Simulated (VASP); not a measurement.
Input of a VASP 6.6.1 run:

INCAR

```
SYSTEM = TiO2
PREC     = Accurate       ! precision mode
ENCUT    = 520            ! plane-wave cutoff, eV
EDIFF    = 1E-6           ! SCF threshold, eV
ISMEAR   = 0              ! smearing method
SIGMA    = 0.05           ! smearing width, eV
LREAL    = .FALSE.        ! projectors in reciprocal space
LASPH    = .TRUE.         ! aspherical terms in the spheres
NELM     = 100            ! most SCF steps
ALGO     = Normal         ! electronic algorithm
ISIF     = 2              ! what is computed and relaxed
LWAVE    = .FALSE.        ! write WAVECAR
LCHARG   = .FALSE.        ! write CHGCAR
GGA      = PE             ! functional
NBANDS   = 33             ! bands
```

The input KPOINTS:

```
regular mesh
0
G
  6 6 8
  0 0 0
```

The input POSCAR:

```
TiO2
1.0
    4.6430645110      0.0000000000      0.0000000000
    0.0000000000      4.6430645110      0.0000000000
    0.0000000000      0.0000000000      2.9640243990
Ti O
2 4
Direct
    0.0000000000      0.0000000000      0.0000000000
    0.5000000000      0.5000000000      0.5000000000
    0.3051105258      0.3051105258      0.0000000000
    0.1948894742      0.8051105258      0.5000000000
    0.6948894742      0.6948894742      0.0000000000
    0.8051105258      0.1948894742      0.5000000000
```

Potentials or basis: VASP PAW PBE potentials, release 64 (Ti_sv, O).

The run is started by

```sh
$ cat potpaw_PBE.64/Ti_sv/POTCAR potpaw_PBE.64/O/POTCAR > POTCAR
$ mpirun -np 1 vasp_std > vasp.out
```

Task: Estimate the band gap on the k mesh.

Result: 1.83 eV.

Task: What does it give for the pressure?

Result: 0.7 GPa.

Task: What does it give for the largest force?

Result: 0.027 eV/Å.

Forces on the atoms (eV/Å):
```
Ti   0.000  0.000  0.000
Ti   0.000  0.000  0.000
O   -0.019 -0.019  0.000
O    0.019 -0.019  0.000
O    0.019  0.019  0.000
O   -0.019  0.019  0.000
```

**What was measured.**

From “Shallow Valence Band of Rutile GeO2 and P-type Doping”, 2020, arxiv:2011.08928, for a bulk crystal of TiO2 at 1.6 K: band gap 3.03 eV (direct).

A measured gap of TiO2 is 3.03 eV (direct; 1.6 K; quoted in “Shallow Valence Band of Rutile GeO2 and P-type Doping”, 2020, arxiv:2011.08928); the calculated 1.83 eV misses it by -1.20 eV. 2 values of this kind are on record in papers (3.03 to 3.05 eV); this one was drawn at random among those near their median. The value is that of PBE on a finite k mesh, which can miss the band edges, without temperature or zero-point motion. Semilocal functionals fall short of measured gaps as a rule.
